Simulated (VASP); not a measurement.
# SiO2 in VASP: further runs, part 2 of 2

VASP 6.6.1. The steps go on from the part before.

## 4. Single point, PBE (shear xy strain +3.2%)

File INCAR:

```
SYSTEM = SiO2
PREC     = Accurate       ! precision mode
ENCUT    = 520            ! plane-wave cutoff, eV
EDIFF    = 1E-7           ! SCF threshold, eV
ISMEAR   = -1             ! smearing method
SIGMA    = 0.02           ! smearing width, eV
LREAL    = .FALSE.        ! projectors in reciprocal space
LASPH    = .TRUE.         ! aspherical terms in the spheres
NELM     = 60             ! most SCF steps
ALGO     = Normal         ! electronic algorithm
ISIF     = 2              ! what is computed and relaxed
LWAVE    = .FALSE.        ! write WAVECAR
LCHARG   = .FALSE.        ! write CHGCAR
GGA      = PE             ! functional
NBANDS   = 15             ! bands
```

File KPOINTS:

```
Automatic mesh
0
G
  10 10 10
  0 0 0
```

File POSCAR:

```
SiO2
1.0
    0.0357738720      2.2641691115      2.2641691115
    2.2641691115      0.0357738720      2.2641691115
    2.2999429835      2.2999429835      0.0000000000
Si O
1 2
Direct
    0.0000000000      0.0000000000      0.0000000000
    0.2511522205      0.2511522205      0.2488477795
    0.7488477795      0.7488477795      0.7511522205
```

Potentials or basis: VASP PAW PBE potentials, release 64 (Si, O).

The run is started by

```sh
$ cat potpaw_PBE.64/Si/POTCAR potpaw_PBE.64/O/POTCAR > POTCAR
$ mpirun -np 1 vasp_std > vasp.out
```

OUTCAR:

```text
SYSTEM = SiO2
   PREC = Accurate
   ENCUT = 520
   EDIFF = 1E-7
   ISMEAR = -1
   LREAL = .FALSE.
   LASPH = .TRUE.
   NELM = 60
   ISIF = 2
   GGA = PE

 ion  position               nearest neighbor table
   1  0.000  0.000  0.000-   3 1.94   3 1.94   2 1.94   2 1.94   3 1.98   2 1.98   3 1.98   2 1.98

   2  0.251  0.251  0.249-   1 1.94   1 1.94   1 1.98   1 1.98
   3  0.749  0.749  0.751-   1 1.94   1 1.94   1 1.98   1 1.98

  LATTYP: Found a body centered orthorhombic cell.
 ALAT       =     3.1514267700
 B/A-ratio  =     1.0321072953
 C/A-ratio  =     1.4369168486

  Lattice vectors:

 A1 = (   2.2641691115,   0.0357738720,  -2.2641691115)
 A2 = (  -2.2641691115,  -0.0357738720,  -2.2641691115)
 A3 = (   0.0357738720,   2.2641691115,   2.2641691115)

Analysis of symmetry for initial positions (statically):
=====================================================================
 Subroutine PRICEL returns:
 Original cell was already a primitive cell.

 Routine SETGRP: Setting up the symmetry group for a
 body centered orthorhombic supercell.

 Subroutine GETGRP returns: Found  8 space group operations
 (whereof  8 operations were pure point group operations)
 out of a pool of  8 trial point group operations.

The static configuration has the point symmetry D_2h.

Analysis of symmetry for dynamics (positions and initial velocities):
=====================================================================
 Subroutine PRICEL returns:
 Original cell was already a primitive cell.

 Routine SETGRP: Setting up the symmetry group for a
 body centered orthorhombic supercell.

 Subroutine GETGRP returns: Found  8 space group operations
 (whereof  8 operations were pure point group operations)
 out of a pool of  8 trial point group operations.

The dynamic configuration has the point symmetry D_2h.

 Subroutine INISYM returns: Found  8 space group operations
 (whereof  8 operations are pure point group operations),
 and found     1 'primitive' translations

----------------------------------------------------------------------------------------

                                     Primitive cell

  volume of cell :      23.2086

  direct lattice vectors                    reciprocal lattice vectors
     0.035773872  2.264169112  2.264169112    -0.224376713  0.224376713  0.220831561
     2.264169112  0.035773872  2.264169112     0.224376713 -0.224376713  0.220831561
     2.299942983  2.299942983  0.000000000     0.217396694  0.217396694 -0.220831561

  length of vectors
     3.202218497  3.202218497  3.252610560     0.386595910  0.386595910  0.378535630

  position of ions in fractional coordinates (direct lattice)
     0.000000000  0.000000000  0.000000000
     0.251152221  0.251152221  0.248847779
     0.748847779  0.748847779  0.751152221

  ion indices of the primitive-cell ions
   primitive index   ion index
                 1           1
                 2           2
                 3           3

----------------------------------------------------------------------------------------

 KPOINTS: Automatic mesh

Automatic generation of k-mesh.
[... 46 lines left out ...]
  0.400000  0.300000  0.000000      4.000000
 [... further k-points ...]
   k-points           NKPTS =    171   k-points in BZ     NKDIM =    171   number of bands    NBANDS=     15
   number of dos      NEDOS =    301   number of ions     NIONS =      3
   total plane-waves  NPLWV =  13824
   dimension x,y,z NGX =    24 NGY =   24 NGZ =   24
   dimension x,y,z NGXF=    48 NGYF=   48 NGZF=   48
   ions per type =               1   2
   NGX,Y,Z   is equivalent  to a cutoff of  12.46, 12.46, 12.27 a.u.
   NGXF,Y,Z  is equivalent  to a cutoff of  24.92, 24.92, 24.53 a.u.
 SYSTEM =  SiO2
   PREC   = accura    normal or accurate (medium, high low for compatibility)
   ISTART =      0    job   : 0-new  1-cont  2-samecut
   ICHARG =      2    charge: 1-file 2-atom 10-const
   ISPIN  =      1    spin polarized calculation?
   LNONCOLLINEAR =      F non collinear calculations
   LSORBIT =      F    spin-orbit coupling
   LASPH  =      T    aspherical Exc in radial PAW
   ENCUT  =  520.0 eV  38.22 Ry    6.18 a.u.   5.95  5.95  6.05*2*pi/ulx,y,z
   NELM   =     60;   NELMIN=  2; NELMDL= -5     # of ELM steps
   EDIFF  = 0.1E-06   stopping-criterion for ELM
   LREAL  =      F    real-space projection
   EDIFFG = 0.1E-05   stopping-criterion for IOM
   NSW    =      0    number of steps for IOM
   IBRION =     -1    ionic relax: 0-MD 1-quasi-New 2-CG
   NFREE  =      0    steps in history (QN), initial steepest desc. (CG)
   ISIF   =      2    stress and relaxation
   ISYM   =      2    0-nonsym 1-usesym 2-fastsym
   POTIM  = 0.5000    time-step for ionic-motion
   TEBEG  =    0.0;   TEEND  =   0.0 temperature during run
   PSTRESS=    0.0 pullay stress
   NELECT =      16.0000    total number of electrons
   NUPDOWN=      -1.0000    fix difference up-down
   EMIN   =  10.00;   EMAX   =-10.00  energy-range for DOS
   EFERMI =   0.00;   METHOD = LEGACY
   ISMEAR =    -1;   SIGMA  =   0.02  broadening in eV -4-tet -1-fermi 0-gaus
   EFERMI_NEDOS =   21; number of points for ismear=-14 and -15
   IALGO  =     38    algorithm
   IMIX   =      4    mixing-type and parameters
     AMIX     =   0.40;   BMIX     =  1.00
     AMIX_MAG =   1.60;   BMIX_MAG =  1.00
  volume/ion in A,a.u.               =       7.74        52.21
  Fermi-wavevector in a.u.,A,eV,Ry     =   1.446212  2.732945 28.457001  2.091531
  Thomas-Fermi vector in A             =   2.564307
   LORBIT       =      0    0 simple, 1 ext, 2 COOP (PROOUT), +10 PAW based schemes
   GGA     = PE    functional components
   LHFCALC =     F    Hartree Fock is set to
   AEXX    =    0.0000 exact exchange contribution
   IVDW    =     0    specifies the selected vdW correction
   LEPSILON=     F    determine dielectric tensor
   LRPA    =     F    only Hartree local field effects (RPA)
 non-spin polarized calculation
  energy-cutoff  :      520.00
  volume of cell :       23.21
 maximum number of plane-waves:       635
   NGX = 11   NGY = 11   NGZ = 13

 number of electron      16.0000009 magnetization

 Free energy of the ion-electron system (eV)
  ---------------------------------------------------
  ext. energy  EPLUGINS =         0.00000000
  ---------------------------------------------------
  free energy    TOTEN  =       -19.90836120 eV

  energy without entropy =      -19.90836120  energy(sigma->0) =      -19.90836120

 E-fermi :  10.1233     XC(G=0): -12.4167

 val. band max:        9.6558940191   @ k =   0.5000   0.5000   0.0000
 cond. band min:      11.7376305258   @ k =   0.5000   0.5000   0.0000
 fundamental gap:      2.0817365067
 Fermi energy:        10.1232856066

 k-point     1 :       0.0000    0.0000    0.0000
  band No.  band energies     occupation
      1     -13.3341      2.00000
      2      -6.4280      2.00000
      3       3.7520      2.00000
      4       3.8165      2.00000
      5       3.9018      2.00000
      6       7.1751      2.00000
      7       7.3880      2.00000
      8       7.6031      2.00000
      9      11.8996      0.00000
     10      15.1620      0.00000
     11      15.6259      0.00000
     12      16.0639      0.00000
     13      22.0920      0.00000
     14      22.1064      0.00000
[... 401 lines left out ...]
      2      -8.1656      2.00000
      3      -0.0905      2.00000
      4       1.8268      2.00000
      5       2.0020      2.00000
      6       7.8746      2.00000
      7       8.2864      2.00000
      8       8.4077      2.00000
      9      12.6149      0.00000
     10      16.9732      0.00000
     11      20.5588      0.00000
     12      21.0633      0.00000
     13      22.0935      0.00000
     14      25.2345      0.00000
     15      29.2084      0.00000

 [... further k-points ...]

------------------------ aborting loop because EDIFF is reached ----------------------------------------

  FORCE on cell =-STRESS in cart. coord.  units (eV):
  Direction    XX          YY          ZZ          XY          YZ          ZX
  --------------------------------------------------------------------------------------
  -------------------------------------------------------------------------------------
  Total        1.5236774      1.5236774      1.5435165      0.4770668      0.0000000      0.0000000
  in kB      105.1853968    105.1853968    106.5549680     32.9337813      0.0000000      0.0000000
  external PRESSURE =     105.6419205 kB  Pullay stress =       0.0000000 kB

 VOLUME and BASIS-vectors are now :
 -----------------------------------------------------------------------------
  energy-cutoff  :      520.00
  volume of cell :       23.21
      direct lattice vectors                 reciprocal lattice vectors
     0.035773872  2.264169112  2.264169112    -0.224376713  0.224376713  0.220831561
     2.264169112  0.035773872  2.264169112     0.224376713 -0.224376713  0.220831561
     2.299942983  2.299942983  0.000000000     0.217396694  0.217396694 -0.220831561

 POSITION                                       TOTAL-FORCE (eV/Angst)
 -----------------------------------------------------------------------------------
      0.00000      0.00000      0.00000         0.000000      0.000000      0.000000
      1.14997      1.14997      1.13730        -0.000000     -0.000000     -0.027899
      3.44991      3.44991      3.39104         0.000000      0.000000      0.027899
 -----------------------------------------------------------------------------------
    total drift:                               -0.000000     -0.000000      0.000000

  FREE ENERGIE OF THE ION-ELECTRON SYSTEM (eV)
  ---------------------------------------------------
  free  energy   TOTEN  =       -19.9083612046 eV

  energy  without entropy=      -19.9083612046  energy(sigma->0) =      -19.90836120
```

It took 36 s on 1 thread of Intel Xeon Platinum 8175M at 2.50GHz (Skylake/Cascade Lake), shared host; peak memory 0.17 GiB.

What came out:

| Item | Value |
| --- | --- |
| Free energy | -19.9084 eV |
| Pressure | 10.6 GPa |
| Largest force | 0.028 eV/Å |
| Band gap on the k mesh | 2.08 eV |

Forces on the atoms (eV/Å):
```
Si   0.000  0.000  0.000
O    0.000  0.000 -0.028
O    0.000  0.000  0.028
```

Levels at points of the mesh, in eV from the valence-band top:
```csv
k point,band 5,band 6,band 7,band 8,band 9,band 10,band 11,band 12
"(0.00, 0.00, 0.00)",-5.75,-2.48,-2.27,-2.05,2.24,5.51,5.97,6.41
"(0.50, 0.00, 0.00)",-5.23,-5.11,-4.54,-4.45,6.17,9.79,9.99,10.47
"(0.50, 0.50, 0.00)",-8.06,-1.17,-0.81,0.00,2.08,8.27,11.25,12.56
"(0.00, 0.00, 0.50)",-5.20,-4.98,-4.57,-4.48,5.97,9.71,9.77,10.44
"(0.50, 0.00, 0.50)",-8.19,-1.01,-0.99,-0.01,2.08,8.22,11.26,12.81
```

Caveat: the cell differs from its parent crystal (shear xy strain +3.2%); the cell stands under pressure. A k mesh can miss the band edges.

## 5. Single point, r2SCAN (shear xy strain +3.2%)

POSCAR is that of step 4.

File INCAR.step1:

```
SYSTEM = SiO2
PREC = Accurate
ENCUT = 520
ISMEAR = 0
SIGMA = 0.01
LREAL = .FALSE.
LASPH = .TRUE.
NELM = 100
NBANDS = 15
GGA = PE
ALGO = Normal
EDIFF = 1E-4
LWAVE = .TRUE.
LCHARG = .FALSE.
```

File INCAR.step2:

```
SYSTEM = SiO2
PREC = Accurate
ENCUT = 520
EDIFF = 1E-7
ISMEAR = 0
SIGMA = 0.01
LREAL = .FALSE.
LASPH = .TRUE.
NELM = 100
ALGO = Normal
ISIF = 2
LWAVE = .FALSE.
LCHARG = .FALSE.
METAGGA = R2SCAN
LMIXTAU = .TRUE.
NBANDS = 15
ISTART = 1
```

File KPOINTS:

```
regular mesh
0
G
  10 10 10
  0 0 0
```

Potentials or basis: VASP PAW PBE potentials, release 64 (Si, O).

The run is started by

```sh
$ cat potpaw_PBE.64/Si/POTCAR potpaw_PBE.64/O/POTCAR > POTCAR
$ cp INCAR.step1 INCAR
$ mpirun -np 1 vasp_std > vasp.out
$ cp INCAR.step2 INCAR
$ mpirun -np 1 vasp_std > vasp.out
```

OUTCAR:

```text
SYSTEM = SiO2
   PREC = Accurate
   ENCUT = 520
   EDIFF = 1E-7
   ISMEAR = 0
   LREAL = .FALSE.
   LASPH = .TRUE.
   NELM = 100
   ISIF = 2
   METAGGA = R2SCAN
   ISTART = 1

 ion  position               nearest neighbor table
   1  0.000  0.000  0.000-   3 1.94   3 1.94   2 1.94   2 1.94   3 1.98   2 1.98   3 1.98   2 1.98

   2  0.251  0.251  0.249-   1 1.94   1 1.94   1 1.98   1 1.98
   3  0.749  0.749  0.751-   1 1.94   1 1.94   1 1.98   1 1.98

  LATTYP: Found a body centered orthorhombic cell.
 ALAT       =     3.1514267700
 B/A-ratio  =     1.0321072953
 C/A-ratio  =     1.4369168486

  Lattice vectors:

 A1 = (   2.2641691115,   0.0357738720,  -2.2641691115)
 A2 = (  -2.2641691115,  -0.0357738720,  -2.2641691115)
 A3 = (   0.0357738720,   2.2641691115,   2.2641691115)

Analysis of symmetry for initial positions (statically):
=====================================================================
 Subroutine PRICEL returns:
 Original cell was already a primitive cell.

 Routine SETGRP: Setting up the symmetry group for a
 body centered orthorhombic supercell.

[... 184 lines left out ...]
      8       7.2549      2.00000
      9      12.3335      0.00000
     10      15.6307      0.00000
     11      16.1094      0.00000
     12      16.5613      0.00000
     13      22.8719      0.00000
     14      22.8862      0.00000
[... 401 lines left out ...]
      2      -9.5270      2.00000
      3      -0.5548      2.00000
      4       1.3455      2.00000
      5       1.5219      2.00000
      6       7.5409      2.00000
      7       7.9677      2.00000
      8       8.0799      2.00000
      9      13.0073      0.00000
     10      17.4964      0.00000
     11      21.3033      0.00000
     12      21.8263      0.00000
     13      22.7730      0.00000
     14      26.1331      0.00000
     15      30.1105      0.00000

 [... further k-points ...]

------------------------ aborting loop because EDIFF is reached ----------------------------------------

  FORCE on cell =-STRESS in cart. coord.  units (eV):
  Direction    XX          YY          ZZ          XY          YZ          ZX
  --------------------------------------------------------------------------------------
  -------------------------------------------------------------------------------------
  Total        0.1119454      0.1119454      0.1293876      0.5511671      0.0000000      0.0000000
  in kB        7.7280300      7.7280300      8.9321317     38.0492167      0.0000000      0.0000000
  external PRESSURE =       8.1293972 kB  Pullay stress =       0.0000000 kB

 VOLUME and BASIS-vectors are now :
 -----------------------------------------------------------------------------
  energy-cutoff  :      520.00
  volume of cell :       23.21
      direct lattice vectors                 reciprocal lattice vectors
     0.035773872  2.264169112  2.264169112    -0.224376713  0.224376713  0.220831561
     2.264169112  0.035773872  2.264169112     0.224376713 -0.224376713  0.220831561
     2.299942983  2.299942983  0.000000000     0.217396694  0.217396694 -0.220831561

 POSITION                                       TOTAL-FORCE (eV/Angst)
 -----------------------------------------------------------------------------------
      0.00000      0.00000      0.00000        -0.000000      0.000000      0.000000
      1.14997      1.14997      1.13730        -0.000000     -0.000000     -0.003318
      3.44991      3.44991      3.39104         0.000000      0.000000      0.003318
 -----------------------------------------------------------------------------------
    total drift:                               -0.000000     -0.000000      0.000000

  FREE ENERGIE OF THE ION-ELECTRON SYSTEM (eV)
  ---------------------------------------------------
  free  energy   TOTEN  =       -25.7884082759 eV

  energy  without entropy=      -25.7884082759  energy(sigma->0) =      -25.78840828
```

Wall time 2.4 min (1 thread of Intel Xeon Platinum 8175M at 2.50GHz (Skylake/Cascade Lake), shared host); peak memory 0.17 GiB.

What came out:

- Free energy: -25.7884 eV
- Pressure: 0.8 GPa
- Largest force: 0.003 eV/Å
- Band gap on the k mesh: 2.70 eV

Forces in eV/Å, atoms in the order of the input:
```
Si   0.000  0.000  0.000
O    0.000  0.000 -0.003
O    0.000  0.000  0.003
```

Stress tensor (GPa, compression positive):
```
0.77 3.80 0.00
3.80 0.77 0.00
0.00 0.00 0.89
```

Caveat: the cell differs from its parent crystal (shear xy strain +3.2%); the PAW data sets were made with another functional, which shifts forces and pressure a little.

## 6. Summary

| level | cell | smearing | gap on the mesh (eV) | pressure (GPa) |
| --- | --- | --- | --- | --- |
| PBE | a = 3.202, b = 3.265, c = 3.265 Å, angles 58.7, 60.6, 60.6°, 3 atoms | fermi-dirac 0.02 eV | 1.45 | -0.1 |
| r2SCAN | a = 3.202, b = 3.265, c = 3.265 Å, angles 58.7, 60.6, 60.6°, 3 atoms | gaussian 0.01 eV | 2.11 | -9.8 |
| PBE | a = 3.202, b = 3.202, c = 3.253 Å, angles 59.5, 59.5, 59.0°, 3 atoms | fermi-dirac 0.02 eV | 2.08 | 10.6 |
| r2SCAN | a = 3.202, b = 3.202, c = 3.253 Å, angles 59.5, 59.5, 59.0°, 3 atoms | gaussian 0.01 eV | 2.70 | 0.8 |

Alike in all rows: task single point; potentials or basis VASP PAW PBE potentials, release 64 (Si, O); no spin polarisation; k mesh 10 × 10 × 10; cutoff (eV) 520.

Caveats: the PAW data sets were made with another functional, which shifts forces and pressure a little (at least some runs); the cell stands under tension (at least some runs); the cell stands under pressure (at least some runs).

Total energies depend on the potentials used, so only differences within one code and one set of settings carry meaning.
